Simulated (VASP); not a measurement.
# MgO (Fm-3m) in VASP: notebook

Runs on MgO. Level: PBE. Tasks: single point.

Everything below comes from runs of VASP 6.6.1. Logs are shortened: lines on timing, memory, paths and dates and some standing lists are left out, and cuts for length are marked.

## 1. The cell of the first run

The structure is cubic, space group Fm-3m (No. 225). The conventional cell has a = 4.203 Å, b = 4.203 Å, c = 4.203 Å, α = 90.00°, β = 90.00°, γ = 90.00°. Within 2.8 Å of Mg (site symmetry m-3m) lie 6 O at 2.10 Å. Within 2.8 Å of O (site symmetry m-3m) lie 6 Mg at 2.10 Å.

## 2. Single point, PBE

File INCAR:

```
  PREC = Accurate
  ENCUT = 840
  EDIFF = 1E-6
  ISMEAR = -5
  SIGMA = 0.1
  LREAL = False
  LASPH = True
  NELM = 120
  ALGO = Normal
  ISIF = 2
  LWAVE = False
  LCHARG = False
  GGA = PE
  NBANDS = 15
  GGA_COMPAT = False
```

File KPOINTS:

```
regular mesh
0
Gamma
  8 8 8
```

File POSCAR:

```
MgO
1.0
    0.0000000000      2.1015000000      2.1015000000
    2.1015000000      0.0000000000      2.1015000000
    2.1015000000      2.1015000000      0.0000000000
Mg O
1 1
Direct
    0.0000000000      0.0000000000      0.0000000000
    0.5000000000      0.5000000000      0.5000000000
```

Potentials or basis: VASP PAW PBE potentials, release 64 (Mg_sv, O).

Run with:

```sh
cat potpaw_PBE.64/Mg_sv/POTCAR potpaw_PBE.64/O/POTCAR > POTCAR
mpirun -np 1 vasp_std > vasp.out
```

OUTCAR:

```text
PREC = Accurate
   ENCUT = 840
   EDIFF = 1E-6
   ISMEAR = -5
   LREAL = False
   LASPH = True
   NELM = 120
   ISIF = 2
   GGA = PE

 ion  position               nearest neighbor table
   1  0.000  0.000  0.000-   2 2.10   2 2.10   2 2.10   2 2.10   2 2.10   2 2.10
   2  0.500  0.500  0.500-   1 2.10   1 2.10   1 2.10   1 2.10   1 2.10   1 2.10

  LATTYP: Found a face centered cubic cell.
 ALAT       =     4.2030000000

  Lattice vectors:

 A1 = (   0.0000000000,   2.1015000000,   2.1015000000)
 A2 = (   2.1015000000,   0.0000000000,   2.1015000000)
 A3 = (   2.1015000000,   2.1015000000,   0.0000000000)

Analysis of symmetry for initial positions (statically):
=====================================================================
 Subroutine PRICEL returns:
 Original cell was already a primitive cell.

 Routine SETGRP: Setting up the symmetry group for a
 face centered cubic supercell.

 Subroutine GETGRP returns: Found 48 space group operations
 (whereof 48 operations were pure point group operations)
 out of a pool of 48 trial point group operations.

The static configuration has the point symmetry O_h .

Analysis of symmetry for dynamics (positions and initial velocities):
=====================================================================
 Subroutine PRICEL returns:
 Original cell was already a primitive cell.

 Routine SETGRP: Setting up the symmetry group for a
 face centered cubic supercell.

 Subroutine GETGRP returns: Found 48 space group operations
 (whereof 48 operations were pure point group operations)
 out of a pool of 48 trial point group operations.

The dynamic configuration has the point symmetry O_h .

 Subroutine INISYM returns: Found 48 space group operations
 (whereof 48 operations are pure point group operations),
 and found     1 'primitive' translations

----------------------------------------------------------------------------------------

                                     Primitive cell

  volume of cell :      18.5617

  direct lattice vectors                    reciprocal lattice vectors
     0.000000000  2.101500000  2.101500000    -0.237925291  0.237925291  0.237925291
     2.101500000  0.000000000  2.101500000     0.237925291 -0.237925291  0.237925291
     2.101500000  2.101500000  0.000000000     0.237925291  0.237925291 -0.237925291

  length of vectors
     2.971969801  2.971969801  2.971969801     0.412098693  0.412098693  0.412098693

  position of ions in fractional coordinates (direct lattice)
     0.000000000  0.000000000  0.000000000
     0.500000000  0.500000000  0.500000000

  ion indices of the primitive-cell ions
   primitive index   ion index
                 1           1
                 2           2

----------------------------------------------------------------------------------------

 KPOINTS: regular mesh

Automatic generation of k-mesh.
 Grid dimensions read from file:
 generate k-points for:    8    8    8

 Generating k-lattice:

  Cartesian coordinates                     Fractional coordinates (reciprocal lattice)
    -0.029740661  0.029740661  0.029740661     0.125000000  0.000000000  0.000000000
     0.029740661 -0.029740661  0.029740661     0.000000000  0.125000000  0.000000000
     0.029740661  0.029740661 -0.029740661     0.000000000  0.000000000  0.125000000

  Length of vectors
     0.051512337  0.051512337  0.051512337

  Shift w.r.t. Gamma in fractional coordinates (k-lattice)
     0.000000000  0.000000000  0.000000000

 TETIRR: Found     76 inequivalent tetrahedra from     3072

 Subroutine IBZKPT returns following result:
 ===========================================

 Found     29 irreducible k-points:

 Following reciprocal coordinates:
            Coordinates               Weight
  0.000000  0.000000  0.000000      1.000000
  0.125000  0.000000  0.000000      8.000000
  0.250000  0.000000  0.000000      8.000000
  0.375000  0.000000  0.000000      8.000000
  0.500000  0.000000  0.000000      4.000000
  0.125000  0.125000  0.000000      6.000000
[... 16 lines left out ...]
  0.500000  0.250000  0.125000     48.000000
 -0.375000  0.250000  0.125000     24.000000
 [... further k-points ...]
   k-points           NKPTS =     29   k-points in BZ     NKDIM =     29   number of bands    NBANDS=     15
   number of dos      NEDOS =    301   number of ions     NIONS =      2
   total plane-waves  NPLWV =  21952
   dimension x,y,z NGX =    28 NGY =   28 NGZ =   28
   dimension x,y,z NGXF=    56 NGYF=   56 NGZF=   56
   ions per type =               1   1
   NGX,Y,Z   is equivalent  to a cutoff of  15.66, 15.66, 15.66 a.u.
   NGXF,Y,Z  is equivalent  to a cutoff of  31.33, 31.33, 31.33 a.u.
 SYSTEM =  unknown system
   PREC   = accura    normal or accurate (medium, high low for compatibility)
   ISTART =      0    job   : 0-new  1-cont  2-samecut
   ICHARG =      2    charge: 1-file 2-atom 10-const
   ISPIN  =      1    spin polarized calculation?
   LNONCOLLINEAR =      F non collinear calculations
   LSORBIT =      F    spin-orbit coupling
   LASPH  =      T    aspherical Exc in radial PAW
   ENCUT  =  840.0 eV  61.74 Ry    7.86 a.u.   7.02  7.02  7.02*2*pi/ulx,y,z
   NELM   =    120;   NELMIN=  2; NELMDL= -5     # of ELM steps
   EDIFF  = 0.1E-05   stopping-criterion for ELM
   LREAL  =      F    real-space projection
   EDIFFG = 0.1E-04   stopping-criterion for IOM
   NSW    =      0    number of steps for IOM
   IBRION =     -1    ionic relax: 0-MD 1-quasi-New 2-CG
   NFREE  =      0    steps in history (QN), initial steepest desc. (CG)
   ISIF   =      2    stress and relaxation
   ISYM   =      2    0-nonsym 1-usesym 2-fastsym
   POTIM  = 0.5000    time-step for ionic-motion
   TEBEG  =    0.0;   TEEND  =   0.0 temperature during run
   PSTRESS=    0.0 pullay stress
   NELECT =      16.0000    total number of electrons
   NUPDOWN=      -1.0000    fix difference up-down
   EMIN   =  10.00;   EMAX   =-10.00  energy-range for DOS
   EFERMI =   0.00;   METHOD = LEGACY
   ISMEAR =    -5;   SIGMA  =   0.10  broadening in eV -4-tet -1-fermi 0-gaus
   EFERMI_NEDOS =   21; number of points for ismear=-14 and -15
   IALGO  =     38    algorithm
   IMIX   =      4    mixing-type and parameters
     AMIX     =   0.40;   BMIX     =  1.00
     AMIX_MAG =   1.60;   BMIX_MAG =  1.00
  volume/ion in A,a.u.               =       9.28        62.63
  Fermi-wavevector in a.u.,A,eV,Ry     =   1.558029  2.944247 33.027506  2.427453
  Thomas-Fermi vector in A             =   2.661593
   LORBIT       =      0    0 simple, 1 ext, 2 COOP (PROOUT), +10 PAW based schemes
   GGA     = PE    functional components
   LHFCALC =     F    Hartree Fock is set to
   AEXX    =    0.0000 exact exchange contribution
   IVDW    =     0    specifies the selected vdW correction
   LEPSILON=     F    determine dielectric tensor
   LRPA    =     F    only Hartree local field effects (RPA)
 non-spin polarized calculation
 Fermi weights with tetrahedron method with Bloechl corrections
  energy-cutoff  :      840.00
  volume of cell :       18.56
 maximum number of plane-waves:      1036
   NGX = 13   NGY = 13   NGZ = 13

 number of electron      15.9999994 magnetization

 Free energy of the ion-electron system (eV)
  ---------------------------------------------------
  ext. energy  EPLUGINS =         0.00000000
  ---------------------------------------------------
  free energy    TOTEN  =       -11.87035744 eV

  energy without entropy =      -11.87035744  energy(sigma->0) =      -11.87035744

 E-fermi :   2.9648     XC(G=0): -11.4237

 val. band max:        2.9620951604   @ k =   0.0000   0.0000   0.0000
 cond. band min:       7.7648549242   @ k =   0.0000   0.0000   0.0000
 fundamental gap:      4.8027597637
 Fermi energy:         2.9648008146

 k-point     1 :       0.0000    0.0000    0.0000
  band No.  band energies     occupation
      1     -69.2832      2.00000
      2     -36.0075      2.00000
      3     -36.0075      2.00000
      4     -36.0075      2.00000
      5     -14.3192      2.00000
      6       2.9621      2.00000
      7       2.9621      2.00000
      8       2.9621      2.00000
      9       7.7649      0.00000
     10      18.8048      0.00000
     11      18.8048      0.00000
     12      18.8048      0.00000
     13      22.7350      0.00000
     14      24.5232      0.00000
     15      24.5232      0.00000

 k-point     2 :       0.1250    0.0000    0.0000
  band No.  band energies     occupation
      1     -69.2823      2.00000
      2     -36.0209      2.00000
      3     -36.0090      2.00000
      4     -36.0090      2.00000
      5     -14.1496      2.00000
      6       2.0077      2.00000
      7       2.8575      2.00000
      8       2.8575      2.00000
      9       8.6769      0.00000
     10      17.1236      0.00000
     11      19.1681      0.00000
     12      19.1681      0.00000
     13      23.5779      0.00000
     14      23.5779      0.00000
     15      24.9294      0.00000

 k-point     3 :       0.2500    0.0000    0.0000
  band No.  band energies     occupation
      1     -69.2793      2.00000
      2     -36.0526      2.00000
      3     -36.0122      2.00000
      4     -36.0122      2.00000
      5     -13.7096      2.00000
      6       0.2958      2.00000
      7       2.6166      2.00000
      8       2.6166      2.00000
      9      10.1204      0.00000
     10      15.5857      0.00000
     11      19.6813      0.00000
     12      19.6813      0.00000
     13      23.1846      0.00000
     14      23.1846      0.00000
     15      25.1173      0.00000

 k-point     4 :       0.3750    0.0000    0.0000
  band No.  band energies     occupation
      1     -69.2762      2.00000
      2     -36.0840      2.00000
      3     -36.0154      2.00000
      4     -36.0154      2.00000
      5     -13.2148      2.00000
      6      -1.1214      2.00000
      7       2.3899      2.00000
      8       2.3899      2.00000
      9      10.8209      0.00000
     10      15.4126      0.00000
     11      19.5256      0.00000
     12      19.5256      0.00000
     13      24.3283      0.00000
     14      24.4923      0.00000
     15      24.4924      0.00000
[... 307 lines left out ...]
 k-point    22 :       0.3750    0.2500    0.1250
  band No.  band energies     occupation
      1     -69.2770      2.00000
      2     -36.0589      2.00000
      3     -36.0280      2.00000
      4     -36.0170      2.00000
      5     -13.4036      2.00000
      6      -0.0630      2.00000
      7       1.8081      2.00000
      8       2.3416      2.00000
      9      11.5303      0.00000
     10      14.4818      0.00000
     11      18.1451      0.00000
     12      20.6038      0.00000
     13      21.1447      0.00000
     14      25.4904      0.00000
     15      28.9342      0.00000

 k-point    23 :       0.5000    0.2500    0.1250
  band No.  band energies     occupation
      1     -69.2745      2.00000
      2     -36.0754      2.00000
      3     -36.0363      2.00000
      4     -36.0215      2.00000
      5     -13.0210      2.00000
      6      -0.7561      2.00000
      7       1.2313      2.00000
      8       2.0876      2.00000
      9      12.5206      0.00000
     10      14.6679      0.00000
     11      16.9861      0.00000
     12      20.2065      0.00000
     13      22.7296      0.00000
     14      25.4652      0.00000
     15      29.1293      0.00000

 k-point    24 :      -0.3750    0.2500    0.1250
  band No.  band energies     occupation
      1     -69.2735      2.00000
      2     -36.0825      2.00000
      3     -36.0385      2.00000
      4     -36.0242      2.00000
      5     -12.8513      2.00000
      6      -1.0506      2.00000
      7       1.0228      2.00000
      8       1.9680      2.00000
      9      12.6869      0.00000
     10      15.2316      0.00000
     11      16.5535      0.00000
     12      19.9609      0.00000
     13      23.5753      0.00000
     14      25.1434      0.00000
     15      29.2607      0.00000

 [... further k-points ...]

------------------------ aborting loop because EDIFF is reached ----------------------------------------

  FORCE on cell =-STRESS in cart. coord.  units (eV):
  Direction    XX          YY          ZZ          XY          YZ          ZX
  --------------------------------------------------------------------------------------
  -------------------------------------------------------------------------------------
  Total        0.6829960      0.6829960      0.6829960      0.0000000      0.0000000     -0.0000000
  in kB       58.9536289     58.9536289     58.9536289      0.0000000      0.0000000     -0.0000000
  external PRESSURE =      58.9536289 kB  Pullay stress =       0.0000000 kB

 VOLUME and BASIS-vectors are now :
 -----------------------------------------------------------------------------
  energy-cutoff  :      840.00
  volume of cell :       18.56
      direct lattice vectors                 reciprocal lattice vectors
     0.000000000  2.101500000  2.101500000    -0.237925291  0.237925291  0.237925291
     2.101500000  0.000000000  2.101500000     0.237925291 -0.237925291  0.237925291
     2.101500000  2.101500000  0.000000000     0.237925291  0.237925291 -0.237925291

 POSITION                                       TOTAL-FORCE (eV/Angst)
 -----------------------------------------------------------------------------------
      0.00000      0.00000      0.00000        -0.000000      0.000000     -0.000000
      2.10150      2.10150      2.10150         0.000000     -0.000000      0.000000
 -----------------------------------------------------------------------------------
    total drift:                                0.000000      0.000000      0.000000

  FREE ENERGIE OF THE ION-ELECTRON SYSTEM (eV)
  ---------------------------------------------------
  free  energy   TOTEN  =       -11.8703574377 eV

  energy  without entropy=      -11.8703574377  energy(sigma->0) =      -11.87035744
```

Run time: 11 s. Hardware: 1 thread of AMD EPYC 7R13 (Zen 3), shared host; peak memory 0.13 GiB.

Results:

| Quantity | Value |
| --- | --- |
| Free energy | -11.8704 eV |
| Pressure | 5.9 GPa |
| Band gap on the k mesh | 4.80 eV |

Levels at points of the mesh, in eV from the valence-band top:
| k point | band 4 | band 5 | band 6 | band 7 | band 8 | band 9 | band 10 | band 11 | band 12 | band 13 |
| --- | --- | --- | --- | --- | --- | --- | --- | --- | --- | --- |
| (0.00, 0.00, 0.00) | -38.97 | -17.28 | 0.00 | 0.00 | 0.00 | 4.80 | 15.84 | 15.84 | 15.84 | 19.77 |
| (0.50, 0.00, 0.00) | -38.98 | -15.95 | -4.64 | -0.66 | -0.66 | 7.95 | 12.69 | 16.40 | 16.40 | 21.05 |
| (0.50, 0.50, 0.00) | -39.00 | -15.73 | -4.08 | -1.35 | -1.35 | 9.13 | 10.07 | 13.17 | 19.09 | 19.09 |

Caveat: the cell stands under pressure.

## 3. Single point, PBE

File INCAR:

```
PREC = Accurate ; ENCUT = 840
EDIFF = 1E-6 ; ISMEAR = -1
SIGMA = 0.05 ; LREAL = False
LASPH = True ; NELM = 120
ALGO = Normal ; ISIF = 2
LWAVE = False ; LCHARG = False
GGA = PE ; NBANDS = 15
GGA_COMPAT = False
```

KPOINTS is that of step 2.

POSCAR is that of step 2.

Potentials or basis: VASP PAW PBE potentials, release 64 (Mg_sv, O).

Run with:

```sh
cat potpaw_PBE.64/Mg_sv/POTCAR potpaw_PBE.64/O/POTCAR > POTCAR
mpirun -np 1 vasp_std > vasp.out
```

Run time: 27 s. Hardware: 1 thread of AMD EPYC 7R43 (Zen 3), shared host; peak memory 0.12 GiB.

The run converged. Its results:

```
Free energy            : -11.8704 eV
Pressure               : 5.9 GPa
Band gap on the k mesh : 4.80 eV
```

Levels at points of the mesh, in eV from the valence-band top:
```csv
k point,band 4,band 5,band 6,band 7,band 8,band 9,band 10,band 11,band 12,band 13
"(0.00, 0.00, 0.00)",-38.97,-17.28,0.00,0.00,0.00,4.80,15.84,15.84,15.84,19.77
"(0.50, 0.00, 0.00)",-38.98,-15.95,-4.64,-0.66,-0.66,7.95,12.69,16.40,16.40,21.05
"(0.50, 0.50, 0.00)",-39.00,-15.73,-4.08,-1.35,-1.35,9.13,10.07,13.17,19.09,19.09
```

Caveat: the cell stands under pressure.
